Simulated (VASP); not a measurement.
Wanted: the native input for a VASP 6.6.1 run.

* Task: single point
* Functional: PBE
* Potentials or basis: VASP PAW PBE potentials, release 64 (Zn, Se, S)
* Cutoff: 520 eV
* k mesh: 6 × 6 × 6
* Occupations: gaussian, width 0.02 eV
* Spin: no spin polarisation
* Dipole correction: no
* k mesh for the DOS: 9 × 9 × 9
* Occupations for the DOS: tetrahedron
* Further INCAR settings: ALGO = Normal; EDIFF = 1e-07

Zn4SeS3:

```
CELL_PARAMETERS angstrom
5.51558 0.00000 0.00000
0.00000 5.51558 0.00000
0.00000 0.00000 5.51558
ATOMIC_POSITIONS crystal
Zn 0.74361 0.74361 0.74361
Zn 0.74361 0.25639 0.25639
Zn 0.25639 0.74361 0.25639
Zn 0.25639 0.25639 0.74361
Se 0.00000 0.00000 0.00000
S 0.50000 0.50000 0.00000
S 0.50000 0.00000 0.50000
S 0.00000 0.50000 0.50000
```

The input as run:

POSCAR

```
Zn4SeS3
1.0
    5.5155751000      0.0000000000      0.0000000000
    0.0000000000      5.5155751000      0.0000000000
    0.0000000000      0.0000000000      5.5155751000
Zn Se S
4 1 3
Direct
    0.7436060000      0.7436060000      0.7436060000
    0.7436060000      0.2563940000      0.2563940000
    0.2563940000      0.7436060000      0.2563940000
    0.2563940000      0.2563940000      0.7436060000
    0.0000000000      0.0000000000      0.0000000000
    0.5000000000      0.5000000000      0.0000000000
    0.5000000000      0.0000000000      0.5000000000
    0.0000000000      0.5000000000      0.5000000000
```

INCAR.step1

```
SYSTEM = Zn4SeS3
PREC = Accurate
ENCUT = 520
EDIFF = 1E-7
ISMEAR = 0
SIGMA = 0.02
LREAL = .False.
LASPH = .True.
NELM = 60
ALGO = Normal
ISIF = 2
LWAVE = .False.
LCHARG = .True.
GGA = PE
NBANDS = 46
```

KPOINTS.step1

```
Automatic mesh
0
Gamma
  6 6 6
  0 0 0
```

INCAR.step2

```
SYSTEM = Zn4SeS3
PREC = Accurate
ENCUT = 520
EDIFF = 1E-7
ISMEAR = -5
SIGMA = 0.02
LREAL = .False.
LASPH = .True.
NELM = 60
ALGO = Normal
ISIF = 2
LWAVE = .False.
LCHARG = .False.
GGA = PE
LORBIT = 11
NEDOS = 1001
ICHARG = 11
```

KPOINTS.step2

```
Automatic mesh
0
Gamma
  9 9 9
  0 0 0
```

Potentials or basis: VASP PAW PBE potentials, release 64 (Zn, Se, S).

Launch:

```bash
$ cat potpaw_PBE.64/Zn/POTCAR potpaw_PBE.64/Se/POTCAR potpaw_PBE.64/S/POTCAR > POTCAR
$ cp INCAR.step1 INCAR
$ cp KPOINTS.step1 KPOINTS
$ mpirun -np 1 vasp_std > vasp.out
$ cp INCAR.step2 INCAR
$ cp KPOINTS.step2 KPOINTS
$ mpirun -np 1 vasp_std > vasp.out
```

It gave:

The valence electrons inside the program's atomic spheres are Zn 10.76; Se 3.91; S 3.73.

Run time: 3.4 min on 1 thread of Intel(R) Xeon(R) 6975P-C (Granite Rapids), on a shared host, peak memory 0.37 GiB.
